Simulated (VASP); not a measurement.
# Sn (Fd-3m) in VASP: further runs

The runs below take Sn through single point, with PBEsol.

Program: VASP 6.6.1. These are calculated values, not measurements. Logs are shortened: lines on timing, memory, paths and dates and some standing lists are left out, and cuts for length are marked.

### 1 The cell of the first run

Symmetry: Fd-3m, No. 227, cubic system. Conventional cell: a = 6.268 Å, b = 6.268 Å, c = 6.268 Å, α = 90.00°, β = 90.00°, γ = 90.00°. Within 3.6 Å of Sn (site symmetry -43m) lie 4 Sn at 2.71 Å.

This isn't the form of Sn at room conditions, which is tetragonal (white tin).

### 2 Single point, PBEsol (30.77 Å³/atom)

INCAR

```
SYSTEM = Sn
PREC = Accurate
ENCUT = 520
EDIFF = 1E-7
ISMEAR = 0
SIGMA = 0.1
LREAL = .FALSE.
LASPH = .TRUE.
NELM = 100
ALGO = Normal
ISIF = 2
LWAVE = .FALSE.
LCHARG = .FALSE.
GGA = PS
NBANDS = 21
```

KPOINTS

```
regular mesh
0
G
  12 12 12
  0 0 0
```

POSCAR

```
Sn
1.0
    0.0000000000      3.1337525320      3.1337525320
    3.1337525320      0.0000000000      3.1337525320
    3.1337525320      3.1337525320      0.0000000000
Sn
2
Direct
    0.0000000000      0.0000000000      0.0000000000
    0.2500000000      0.2500000000      0.2500000000
```

Potentials or basis: VASP PAW PBE potentials, release 64 (Sn_d).

Command:

```bash
cat potpaw_PBE.64/Sn_d/POTCAR > POTCAR
mpirun -np 1 vasp_std > vasp.out
```

OUTCAR:

```text
SYSTEM = Sn
   PREC = Accurate
   ENCUT = 520
   EDIFF = 1E-7
   ISMEAR = 0
   LREAL = .FALSE.
   LASPH = .TRUE.
   NELM = 100
   ISIF = 2
   GGA = PS

 ion  position               nearest neighbor table
   1  0.000  0.000  0.000-   2 2.71   2 2.71   2 2.71   2 2.71
   2  0.250  0.250  0.250-   1 2.71   1 2.71   1 2.71   1 2.71

  LATTYP: Found a face centered cubic cell.
 ALAT       =     6.2675050640

  Lattice vectors:

 A1 = (   0.0000000000,   3.1337525320,   3.1337525320)
 A2 = (   3.1337525320,   0.0000000000,   3.1337525320)
 A3 = (   3.1337525320,   3.1337525320,   0.0000000000)

Analysis of symmetry for initial positions (statically):
=====================================================================
 Subroutine PRICEL returns:
 Original cell was already a primitive cell.

 Routine SETGRP: Setting up the symmetry group for a
 face centered cubic supercell.

 Subroutine GETGRP returns: Found 48 space group operations
 (whereof 24 operations were pure point group operations)
 out of a pool of 48 trial point group operations.

The static configuration has the point symmetry T_d .
 The point group associated with its full space group is O_h .

Analysis of symmetry for dynamics (positions and initial velocities):
=====================================================================
 Subroutine PRICEL returns:
 Original cell was already a primitive cell.

 Routine SETGRP: Setting up the symmetry group for a
 face centered cubic supercell.

 Subroutine GETGRP returns: Found 48 space group operations
 (whereof 24 operations were pure point group operations)
 out of a pool of 48 trial point group operations.

The dynamic configuration has the point symmetry T_d .
 The point group associated with its full space group is O_h .

 Subroutine INISYM returns: Found 48 space group operations
 (whereof 24 operations are pure point group operations),
 and found     1 'primitive' translations

----------------------------------------------------------------------------------------

                                     Primitive cell

  volume of cell :      61.5494

  direct lattice vectors                    reciprocal lattice vectors
     0.000000000  3.133752532  3.133752532    -0.159553122  0.159553122  0.159553122
     3.133752532  0.000000000  3.133752532     0.159553122 -0.159553122  0.159553122
     3.133752532  3.133752532  0.000000000     0.159553122  0.159553122 -0.159553122

  length of vectors
     4.431795332  4.431795332  4.431795332     0.276354114  0.276354114  0.276354114

  position of ions in fractional coordinates (direct lattice)
     0.000000000  0.000000000  0.000000000
     0.250000000  0.250000000  0.250000000

  ion indices of the primitive-cell ions
   primitive index   ion index
                 1           1
                 2           2

----------------------------------------------------------------------------------------

 KPOINTS: regular mesh

Automatic generation of k-mesh.
 Grid dimensions read from file:
 generate k-points for:   12   12   12

 Generating k-lattice:

  Cartesian coordinates                     Fractional coordinates (reciprocal lattice)
    -0.013296093  0.013296093  0.013296093     0.083333333  0.000000000  0.000000000
     0.013296093 -0.013296093  0.013296093     0.000000000  0.083333333  0.000000000
     0.013296093  0.013296093 -0.013296093     0.000000000  0.000000000  0.083333333

  Length of vectors
     0.023029509  0.023029509  0.023029509

  Shift w.r.t. Gamma in fractional coordinates (k-lattice)
     0.000000000  0.000000000  0.000000000

 Subroutine IBZKPT returns following result:
 ===========================================

 Found     72 irreducible k-points:

 Following reciprocal coordinates:
            Coordinates               Weight
  0.000000  0.000000  0.000000      1.000000
  0.083333  0.000000  0.000000      8.000000
  0.166667  0.000000  0.000000      8.000000
  0.250000  0.000000  0.000000      8.000000
  0.333333  0.000000  0.000000      8.000000
  0.416667  0.000000  0.000000      8.000000
[... 16 lines left out ...]
  0.500000  0.166667  0.000000     24.000000
 -0.416667  0.166667  0.000000     24.000000
 [... further k-points ...]
   k-points           NKPTS =     72   k-points in BZ     NKDIM =     72   number of bands    NBANDS=     21
   number of dos      NEDOS =    301   number of ions     NIONS =      2
   total plane-waves  NPLWV =  46656
   dimension x,y,z NGX =    36 NGY =   36 NGZ =   36
   dimension x,y,z NGXF=    72 NGYF=   72 NGZF=   72
   ions per type =               2
   NGX,Y,Z   is equivalent  to a cutoff of  13.50, 13.50, 13.50 a.u.
   NGXF,Y,Z  is equivalent  to a cutoff of  27.01, 27.01, 27.01 a.u.
 SYSTEM =  Sn
   PREC   = accura    normal or accurate (medium, high low for compatibility)
   ISTART =      0    job   : 0-new  1-cont  2-samecut
   ICHARG =      2    charge: 1-file 2-atom 10-const
   ISPIN  =      1    spin polarized calculation?
   LNONCOLLINEAR =      F non collinear calculations
   LSORBIT =      F    spin-orbit coupling
   LASPH  =      T    aspherical Exc in radial PAW
   ENCUT  =  520.0 eV  38.22 Ry    6.18 a.u.   8.24  8.24  8.24*2*pi/ulx,y,z
   NELM   =    100;   NELMIN=  2; NELMDL= -5     # of ELM steps
   EDIFF  = 0.1E-06   stopping-criterion for ELM
   LREAL  =      F    real-space projection
   EDIFFG = 0.1E-05   stopping-criterion for IOM
   NSW    =      0    number of steps for IOM
   IBRION =     -1    ionic relax: 0-MD 1-quasi-New 2-CG
   NFREE  =      0    steps in history (QN), initial steepest desc. (CG)
   ISIF   =      2    stress and relaxation
   ISYM   =      2    0-nonsym 1-usesym 2-fastsym
   POTIM  = 0.5000    time-step for ionic-motion
   TEBEG  =    0.0;   TEEND  =   0.0 temperature during run
   PSTRESS=    0.0 pullay stress
   NELECT =      28.0000    total number of electrons
   NUPDOWN=      -1.0000    fix difference up-down
   EMIN   =  10.00;   EMAX   =-10.00  energy-range for DOS
   EFERMI =   0.00;   METHOD = LEGACY
   ISMEAR =     0;   SIGMA  =   0.10  broadening in eV -4-tet -1-fermi 0-gaus
   EFERMI_NEDOS =   21; number of points for ismear=-14 and -15
   IALGO  =     38    algorithm
   IMIX   =      4    mixing-type and parameters
     AMIX     =   0.40;   BMIX     =  1.00
     AMIX_MAG =   1.60;   BMIX_MAG =  1.00
  volume/ion in A,a.u.               =      30.77       207.68
  Fermi-wavevector in a.u.,A,eV,Ry     =   1.259079  2.379313 21.569026  1.585279
  Thomas-Fermi vector in A             =   2.392656
   LORBIT       =      0    0 simple, 1 ext, 2 COOP (PROOUT), +10 PAW based schemes
   GGA     = PS    functional components
   LHFCALC =     F    Hartree Fock is set to
   AEXX    =    0.0000 exact exchange contribution
   IVDW    =     0    specifies the selected vdW correction
   LEPSILON=     F    determine dielectric tensor
   LRPA    =     F    only Hartree local field effects (RPA)
 non-spin polarized calculation
 Gauss-broadening in eV      SIGMA  =   0.10
  energy-cutoff  :      520.00
  volume of cell :       61.55
 maximum number of plane-waves:      1676
 NGX is ok and might be reduce to    36
   NGX = 17   NGY = 17   NGZ = 17

 number of electron      27.9999994 magnetization

 Free energy of the ion-electron system (eV)
  ---------------------------------------------------
  ext. energy  EPLUGINS =         0.00000000
  ---------------------------------------------------
  free energy    TOTEN  =        -8.29949936 eV

  energy without entropy =       -8.29917495  energy(sigma->0) =       -8.29933716

 E-fermi :   6.7516     XC(G=0):  -9.5322

 val. band max:        6.7506822658   @ k =   0.0000   0.0000   0.0000
 cond. band min:       6.8228095379   @ k =   0.5000   0.0000   0.0000
 fundamental gap:      0.0721272722
 Fermi energy:         6.7515667410

 k-point     1 :       0.0000    0.0000    0.0000
  band No.  band energies     occupation
      1     -15.1858      2.00000
      2     -15.1858      2.00000
      3     -15.1858      2.00000
      4     -15.1095      2.00000
      5     -15.1095      2.00000
      6     -14.7001      2.00000
[... 13 lines left out ...]
     20      14.8965      0.00000
     21      14.8990      0.00000

 k-point     2 :       0.0833    0.0000    0.0000
  band No.  band energies     occupation
      1     -15.1936      2.00000
      2     -15.1936      2.00000
      3     -15.1837      2.00000
      4     -15.0989      2.00000
      5     -15.0989      2.00000
      6     -14.7139      2.00000
[... 13 lines left out ...]
     20      14.0988      0.00000
     21      14.0988      0.00000

 k-point     3 :       0.1667    0.0000    0.0000
  band No.  band energies     occupation
      1     -15.2078      2.00000
      2     -15.2078      2.00000
      3     -15.1779      2.00000
      4     -15.0772      2.00000
      5     -15.0772      2.00000
      6     -14.7343      2.00000
[... 13 lines left out ...]
     20      13.6117      0.00000
     21      13.6117      0.00000

 k-point     4 :       0.2500    0.0000    0.0000
  band No.  band energies     occupation
      1     -15.2200      2.00000
      2     -15.2200      2.00000
      3     -15.1698      2.00000
      4     -15.0556      2.00000
      5     -15.0556      2.00000
      6     -14.7516      2.00000
[... 13 lines left out ...]
     20      13.6020      0.00000
     21      13.6020      0.00000

 k-point     5 :       0.3333    0.0000    0.0000
  band No.  band energies     occupation
      1     -15.2280      2.00000
      2     -15.2280      2.00000
      3     -15.1614      2.00000
      4     -15.0399      2.00000
      5     -15.0399      2.00000
      6     -14.7630      2.00000
[... 13 lines left out ...]
     20      14.1290      0.00000
     21      14.1290      0.00000
[... 382 lines left out ...]
     20      14.4839      0.00000
     21      15.2171      0.00000

 k-point    22 :       0.4167    0.1667    0.0000
  band No.  band energies     occupation
      1     -15.2563      2.00000
      2     -15.2333      2.00000
      3     -15.1401      2.00000
      4     -15.0207      2.00000
      5     -14.9823      2.00000
      6     -14.8551      2.00000
[... 13 lines left out ...]
     20      15.4738      0.00000
     21      15.8536      0.00000

 k-point    23 :       0.5000    0.1667    0.0000
  band No.  band energies     occupation
      1     -15.2642      2.00000
      2     -15.2399      2.00000
      3     -15.1197      2.00000
      4     -15.0037      2.00000
      5     -14.9886      2.00000
      6     -14.8424      2.00000
[... 13 lines left out ...]
     20      15.7404      0.00000
     21      15.8568      0.00000

 k-point    24 :      -0.4167    0.1667    0.0000
  band No.  band energies     occupation
      1     -15.2648      2.00000
      2     -15.2442      2.00000
      3     -15.1093      2.00000
      4     -15.0056      2.00000
      5     -14.9916      2.00000
      6     -14.8167      2.00000
[... 13 lines left out ...]
     20      14.7144      0.00000
     21      14.8681      0.00000

 [... further k-points ...]

------------------------ aborting loop because EDIFF is reached ----------------------------------------

  FORCE on cell =-STRESS in cart. coord.  units (eV):
  Direction    XX          YY          ZZ          XY          YZ          ZX
  --------------------------------------------------------------------------------------
  -------------------------------------------------------------------------------------
  Total        2.7463553      2.7463553      2.7463553      0.0000000      0.0000000      0.0000000
  in kB       71.4896564     71.4896564     71.4896564      0.0000000      0.0000000      0.0000000
  external PRESSURE =      71.4896564 kB  Pullay stress =       0.0000000 kB

 VOLUME and BASIS-vectors are now :
 -----------------------------------------------------------------------------
  energy-cutoff  :      520.00
  volume of cell :       61.55
      direct lattice vectors                 reciprocal lattice vectors
     0.000000000  3.133752532  3.133752532    -0.159553122  0.159553122  0.159553122
     3.133752532  0.000000000  3.133752532     0.159553122 -0.159553122  0.159553122
     3.133752532  3.133752532  0.000000000     0.159553122  0.159553122 -0.159553122

 POSITION                                       TOTAL-FORCE (eV/Angst)
 -----------------------------------------------------------------------------------
      0.00000      0.00000      0.00000         0.000000      0.000000      0.000000
      1.56688      1.56688      1.56688        -0.000000     -0.000000     -0.000000
 -----------------------------------------------------------------------------------
    total drift:                                0.000000      0.000000      0.000000

  FREE ENERGIE OF THE ION-ELECTRON SYSTEM (eV)
  ---------------------------------------------------
  free  energy   TOTEN  =        -8.2994993632 eV

  energy  without entropy=       -8.2991749478  energy(sigma->0) =       -8.29933716
```

It took 2 min on 1 thread of Intel Xeon 8259CL, shared host; peak memory 0.24 GiB.

Results:

```
Free energy            : -8.2995 eV
Pressure               : 7.1 GPa
Band gap on the k mesh : zero (filled and empty bands touch)
```

Caveat: the cell stands under pressure; the PAW data sets were made with another functional, which shifts forces and pressure a little; spin-orbit coupling is left out, which moves the levels of the heavy elements.

### 3 Single point, PBEsol (31.82 Å³/atom)

This run uses another cell than the first one, of 31.82 Å³/atom.

INCAR

```
PREC     = Accurate       # precision mode
ENCUT    = 520            # plane-wave cutoff, eV
EDIFF    = 1E-6           # SCF threshold, eV
ISMEAR   = 0              # smearing method
SIGMA    = 0.1            # smearing width, eV
LREAL    = F              # projectors in reciprocal space
LASPH    = T              # aspherical terms in the spheres
NELM     = 60             # most SCF steps
ALGO     = Fast           # electronic algorithm
ISIF     = 2              # what is computed and relaxed
LWAVE    = F              # write WAVECAR
LCHARG   = T              # write CHGCAR
GGA      = PS             # functional
LELF     = T              # ELF
LVHAR    = T            
NBANDS   = 21             # bands
```

KPOINTS

```
Automatic mesh
0
Gamma
  12 12 12
```

POSCAR

```
Sn
1.0
    0.0000000000      3.1689661820      3.1689661820
    3.1689661820      0.0000000000      3.1689661820
    3.1689661820      3.1689661820      0.0000000000
Sn
2
Direct
    0.0000000000      0.0000000000      0.0000000000
    0.2500000000      0.2500000000      0.2500000000
```

Potentials or basis: VASP PAW PBE potentials, release 64 (Sn_d).

Command:

```bash
cat potpaw_PBE.64/Sn_d/POTCAR > POTCAR
mpirun -np 1 vasp_std > vasp.out
```

Run time: 3.5 min. Hardware: 1 thread of Intel Xeon 8259CL, shared host; peak memory 0.25 GiB.

The run converged. Its results:

- Free energy: -8.3783 eV
- Pressure: 4.8 GPa
- Band gap on the k mesh: zero (filled and empty bands overlap)

Levels at points of the mesh, in eV from the Fermi level:
```
           k point  band 12  band 13  band 14  band 15  band 16  band 17
(0.00, 0.00, 0.00)    -0.24     0.04     0.04     0.04     2.10     2.10
(0.50, 0.00, 0.00)    -6.66    -1.28    -1.28     0.04     3.19     3.19
(0.50, 0.50, 0.00)    -7.84    -2.76    -2.76     0.62     0.62     8.12
```

Caveat: the cell stands under pressure; the PAW data sets were made with another functional, which shifts forces and pressure a little; spin-orbit coupling is left out, which moves the levels of the heavy elements.

### 4 Single point, PBEsol (32.87 Å³/atom)

This run uses another cell than the first one, of 32.87 Å³/atom.

INCAR

```
ALGO = Normal
EDIFF = 1E-6
ENCUT = 520
GGA = PS
ISIF = 2
ISMEAR = 0
LASPH = True
LCHARG = False
LREAL = False
LWAVE = False
NBANDS = 21
NELM = 80
PREC = Accurate
SIGMA = 0.1
```

KPOINTS

```
k-points
0
Gamma
  12 12 12
```

POSCAR

```
Sn
1.0
    0.0000000000      3.2034141654      3.2034141654
    3.2034141654      0.0000000000      3.2034141654
    3.2034141654      3.2034141654      0.0000000000
Sn
2
Direct
    0.0000000000      0.0000000000      0.0000000000
    0.2500000000      0.2500000000      0.2500000000
```

Command:

```bash
cat potpaw_PBE.64/Sn_d/POTCAR > POTCAR
mpirun -np 1 vasp_std > vasp.out
```

Run time: 2.4 min. Hardware: 1 thread of Intel Xeon 8259CL, shared host; peak memory 0.25 GiB.

It converged, with:

| Item | Value |
| --- | --- |
| Free energy | -8.4294 eV |
| Pressure | 2.9 GPa |
| Band gap on the k mesh | zero (bands 14 and 15 overlap by 0.07 eV) |

Levels at points of the mesh, in eV from the Fermi level:
```tsv
k point	band 11	band 12	band 13	band 14	band 15	band 16	band 17	band 18
(0.00, 0.00, 0.00)	-10.92	-0.44	0.07	0.07	0.07	2.13	2.13	2.13
(0.50, 0.00, 0.00)	-9.21	-6.50	-1.20	-1.20	-0.01	3.21	3.21	5.47
(0.50, 0.50, 0.00)	-7.69	-7.69	-2.62	-2.62	0.69	0.69	7.94	7.94
```

Caveat: the PAW data sets were made with another functional, which shifts forces and pressure a little; spin-orbit coupling is left out, which moves the levels of the heavy elements.

### 5 Overview

| cell | gap on the mesh (eV) | pressure (GPa) |
| --- | --- | --- |
| a = 4.432 Å, angles 60.0°, 2 atoms | none | 7.1 |
| a = 4.482 Å, angles 60.0°, 2 atoms | none | 4.8 |
| a = 4.530 Å, angles 60.0°, 2 atoms | none | 2.9 |

Alike in all rows: task single point; level PBEsol; potentials or basis VASP PAW PBE potentials, release 64 (Sn_d); no spin polarisation; k mesh 12 × 12 × 12; cutoff (eV) 520; smearing gaussian 0.1 eV.

Caveats: the PAW data sets were made with another functional, which shifts forces and pressure a little; spin-orbit coupling is left out, which moves the levels of the heavy elements; the cell stands under pressure (at least some runs).

Total energies depend on the potentials used, so only differences within one code and one set of settings carry meaning.

The gap in the log of VASP goes by the Fermi energy; the results here count the filled bands.